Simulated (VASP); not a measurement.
# Tc (P6_3/mmc) in VASP: further runs, part 3 of 3

VASP 6.6.1.

### 5 Single point, PBEsol

This run uses another cell than the first one, of 14.25 Å³/atom.

Input file INCAR:

```
SYSTEM = Tc
PREC = Accurate ; ENCUT = 520
EDIFF = 1E-6 ; ISMEAR = -1
SIGMA = 0.05 ; LREAL = .False.
LASPH = .True. ; NELM = 60
ALGO = Normal ; ISIF = 2
LWAVE = .False. ; LCHARG = .False.
GGA = PS ; NBANDS = 34
```

Input file KPOINTS:

```
Automatic mesh
0
Gamma
  9 9 3
  0 0 0
```

Input file POSCAR:

```
Tc
1.0
    2.7393552909      0.0000000000      0.0000000000
   -1.3696776454      2.3723512719      0.0000000000
    0.0000000000      0.0000000000      8.7696844400
Tc
4
Direct
    0.6666666667      0.3333333333      0.7500000000
    0.0000000000      0.0000000000      0.5000000000
    0.3333333333      0.6666666667      0.2500000000
    0.0000000000      0.0000000000      0.0000000000
```

Potentials or basis: VASP PAW PBE potentials, release 64 (Tc_pv).

The run is started by

```bash
$ cat potpaw_PBE.64/Tc_pv/POTCAR > POTCAR
$ mpirun -np 1 vasp_std > vasp.out
```

OUTCAR:

```text
SYSTEM = Tc
   PREC = Accurate
   ENCUT = 520
   EDIFF = 1E-6
   ISMEAR = -1
   LREAL = .False.
   LASPH = .True.
   NELM = 60
   ISIF = 2
   GGA = PS

 ion  position               nearest neighbor table
   1  0.667  0.333  0.750-   2 2.70   4 2.70   2 2.70   4 2.70   2 2.70   4 2.70
   2  0.000  0.000  0.500-   1 2.70   3 2.70   3 2.70   1 2.70   1 2.70   3 2.70
   3  0.333  0.667  0.250-   2 2.70   4 2.70   2 2.70   4 2.70   2 2.70   4 2.70
   4  0.000  0.000  0.000-   1 2.70   3 2.70   3 2.70   1 2.70   1 2.70   3 2.70

  LATTYP: Found a hexagonal cell.
 ALAT       =     2.7393552909
 C/A-ratio  =     3.2013680259

  Lattice vectors:

 A1 = (   2.7393552909,   0.0000000000,   0.0000000000)
 A2 = (  -1.3696776454,   2.3723512719,   0.0000000000)
 A3 = (   0.0000000000,   0.0000000000,   8.7696844400)

Analysis of symmetry for initial positions (statically):
=====================================================================
 Subroutine PRICEL returns:
 Original cell was already a primitive cell.

 Routine SETGRP: Setting up the symmetry group for a
 hexagonal supercell.

 Subroutine GETGRP returns: Found 24 space group operations
 (whereof 12 operations were pure point group operations)
 out of a pool of 24 trial point group operations.

The static configuration has the point symmetry D_3d.
 The point group associated with its full space group is D_6h.

Analysis of symmetry for dynamics (positions and initial velocities):
=====================================================================
 Subroutine PRICEL returns:
 Original cell was already a primitive cell.

 Routine SETGRP: Setting up the symmetry group for a
 hexagonal supercell.

 Subroutine GETGRP returns: Found 24 space group operations
 (whereof 12 operations were pure point group operations)
 out of a pool of 24 trial point group operations.

The dynamic configuration has the point symmetry D_3d.
 The point group associated with its full space group is D_6h.
[... 118 lines left out ...]
   EFERMI_NEDOS =   21; number of points for ismear=-14 and -15
   IALGO  =     38    algorithm
   IMIX   =      4    mixing-type and parameters
     AMIX     =   0.40;   BMIX     =  1.00
     AMIX_MAG =   1.60;   BMIX_MAG =  1.00
  volume/ion in A,a.u.               =      14.25        96.15
  Fermi-wavevector in a.u.,A,eV,Ry     =   1.587835  3.000574 34.303301  2.521222
  Thomas-Fermi vector in A             =   2.686932
   LORBIT       =      0    0 simple, 1 ext, 2 COOP (PROOUT), +10 PAW based schemes
   GGA     = PS    functional components
   LHFCALC =     F    Hartree Fock is set to
   AEXX    =    0.0000 exact exchange contribution
   IVDW    =     0    specifies the selected vdW correction
   LEPSILON=     F    determine dielectric tensor
   LRPA    =     F    only Hartree local field effects (RPA)
 non-spin polarized calculation
  energy-cutoff  :      520.00
  volume of cell :       56.99
 maximum number of plane-waves:      1552
   NGX = 11   NGY = 11   NGZ = 33

 number of electron      52.0000006 magnetization

 Free energy of the ion-electron system (eV)
  ---------------------------------------------------
  ext. energy  EPLUGINS =         0.00000000
  ---------------------------------------------------
  free energy    TOTEN  =       -45.00706434 eV

  energy without entropy =      -44.97283640  energy(sigma->0) =      -44.98995037

 E-fermi :  12.7091     XC(G=0): -13.9689

 val. band max:       12.6505526434   @ k =   0.3333   0.0000   0.0000
 cond. band min:      12.7106113773   @ k =   0.4444   0.0000   0.0000
 fundamental gap:      0.0600587339
 Fermi energy:        12.7091252519

 k-point     1 :       0.0000    0.0000    0.0000
  band No.  band energies     occupation
      1     -26.8453      2.00000
      2     -26.2287      2.00000
      3     -26.1409      2.00000
      4     -25.6978      2.00000
      5     -25.6978      2.00000
      6     -25.6079      2.00000
[... 877 lines left out ...]
     33      20.7823      0.00000
     34      20.9158      0.00000

------------------------ aborting loop because EDIFF is reached ----------------------------------------

  FORCE on cell =-STRESS in cart. coord.  units (eV):
  Direction    XX          YY          ZZ          XY          YZ          ZX
  --------------------------------------------------------------------------------------
  -------------------------------------------------------------------------------------
  Total       -1.7716951     -1.7716951     -2.7902436     -0.0000000     -0.0000000     -0.0000000
  in kB      -49.8067542    -49.8067542    -78.4406837     -0.0000000     -0.0000000     -0.0000000
  external PRESSURE =     -59.3513974 kB  Pullay stress =       0.0000000 kB

 VOLUME and BASIS-vectors are now :
 -----------------------------------------------------------------------------
  energy-cutoff  :      520.00
  volume of cell :       56.99
      direct lattice vectors                 reciprocal lattice vectors
     2.739355291  0.000000000  0.000000000     0.365049398  0.210761368  0.000000000
    -1.369677645  2.372351272  0.000000000     0.000000000  0.421522736  0.000000000
     0.000000000  0.000000000  8.769684440     0.000000000  0.000000000  0.114029188

 POSITION                                       TOTAL-FORCE (eV/Angst)
 -----------------------------------------------------------------------------------
      1.36968      0.79078      6.57726        -0.000000      0.000000      0.000000
      0.00000      0.00000      4.38484         0.000000      0.000000     -0.000000
     -0.00000      1.58157      2.19242         0.000000     -0.000000      0.000000
      0.00000      0.00000      0.00000         0.000000      0.000000     -0.000000
 -----------------------------------------------------------------------------------
    total drift:                                0.000000     -0.000000      0.000000

  FREE ENERGIE OF THE ION-ELECTRON SYSTEM (eV)
  ---------------------------------------------------
  free  energy   TOTEN  =       -45.0070643421 eV

  energy  without entropy=      -44.9728363991  energy(sigma->0) =      -44.98995037
```

OSZICAR:

```text
N       E                     dE             d eps       ncg     rms          rms(c)
DAV:   1     0.697999100520E+03    0.69800E+03   -0.31376E+04  1792   0.160E+03
DAV:   2    -0.230504369005E+02   -0.72105E+03   -0.70272E+03  1798   0.486E+02
DAV:   3    -0.480945723531E+02   -0.25044E+02   -0.24360E+02  1962   0.101E+02
DAV:   4    -0.484370428956E+02   -0.34247E+00   -0.34086E+00  1782   0.123E+01
DAV:   5    -0.484416305368E+02   -0.45876E-02   -0.45770E-02  1784   0.132E+00    0.359E+01
DAV:   6    -0.453841616742E+02    0.30575E+01   -0.72599E+00  1712   0.190E+01    0.108E+01
DAV:   7    -0.450472316861E+02    0.33693E+00   -0.14335E+00  1862   0.780E+00    0.171E+00
DAV:   8    -0.450316434310E+02    0.15588E-01   -0.22702E-01  1914   0.398E+00    0.136E+00
DAV:   9    -0.450070735591E+02    0.24570E-01   -0.47598E-02  2010   0.179E+00    0.289E-01
DAV:  10    -0.450071085276E+02   -0.34969E-04   -0.28466E-03  1840   0.422E-01    0.688E-02
DAV:  11    -0.450070673839E+02    0.41144E-04   -0.11941E-04  1850   0.111E-01    0.178E-02
DAV:  12    -0.450070666599E+02    0.72392E-06   -0.13303E-05  1756   0.299E-02    0.880E-03
DAV:  13    -0.450070648023E+02    0.18576E-05   -0.99484E-07   858   0.105E-02    0.155E-03
DAV:  14    -0.450070643421E+02    0.46021E-06   -0.20800E-07   856   0.369E-03
   1 F= -.45007064E+02 E0= -.44989950E+02  d E =-.342279E-01
```

stdout:

```text
POSCAR found type information on POSCAR Tc
 POSCAR found :  1 types and       4 ions
 scaLAPACK will be used
 -----------------------------------------------------------------------------
|                                                                             |
|                                                                             |
|     You enforced a specific xc type in the INCAR file but a different       |
|     I HOPE YOU KNOW WHAT YOU ARE DOING!                                     |
|                                                                             |
 -----------------------------------------------------------------------------

 LDA part: xc-table for (Slater+PW92), standard interpolation
 POSCAR, INCAR and KPOINTS ok, starting setup
 FFT: planning ... GRIDC
 FFT: planning ... GRID_SOFT
 FFT: planning ... GRID
 WAVECAR not read
 entering main loop
```

It took 74 s on 1 thread of Intel Xeon 8259CL, shared host; peak memory 0.18 GiB.

What came out:

```yaml
Free_energy: -45.0071 eV
Pressure: -5.9 GPa
Band_gap_on_the_k_mesh: zero (bands 26 and 27 overlap by 2.77 eV)
```

Stress tensor (GPa, compression positive):
```
-4.98  0.00  0.00
 0.00 -4.98  0.00
 0.00  0.00 -7.84
```

Levels at points of the mesh, in eV from the Fermi level:
| k point | band 23 | band 24 | band 25 | band 26 | band 27 | band 28 | band 29 | band 30 |
| --- | --- | --- | --- | --- | --- | --- | --- | --- |
| (0.00, 0.00, 0.00) | -1.58 | -1.31 | -1.31 | -1.22 | -1.22 | 0.21 | 0.21 | 0.94 |

Caveat: the cell stands under tension; the PAW data sets were made with another functional, which shifts forces and pressure a little.

### 6 Overview

| cell | gap on the mesh (eV) | pressure (GPa) |
| --- | --- | --- |
| a = 2.739, b = 2.739, c = 8.419 Å, angles 90.0, 90.0, 120.0°, 4 atoms | none | 8.1 |
| a = 2.739, b = 2.739, c = 8.594 Å, angles 90.0, 90.0, 120.0°, 4 atoms | none | 0.5 |
| a = 2.739, b = 2.739, c = 8.682 Å, angles 90.0, 90.0, 120.0°, 4 atoms | none | -2.8 |
| a = 2.739, b = 2.739, c = 8.770 Å, angles 90.0, 90.0, 120.0°, 4 atoms | none | -5.9 |

Alike in all rows: task single point; level PBEsol; potentials or basis VASP PAW PBE potentials, release 64 (Tc_pv); no spin polarisation; k mesh 9 × 9 × 3; cutoff (eV) 520; smearing fermi-dirac 0.05 eV.

Caveats: the PAW data sets were made with another functional, which shifts forces and pressure a little; the stress differs along the axes, from 3 to 18 GPa (at least some runs); the stress differs along the axes, from -1 to 4 GPa (at least some runs); the cell stands under tension (at least some runs).

Total energies depend on the potentials used, so only differences within one code and one set of settings carry meaning.

The gap in the log of VASP goes by the Fermi energy; the results here count the filled bands.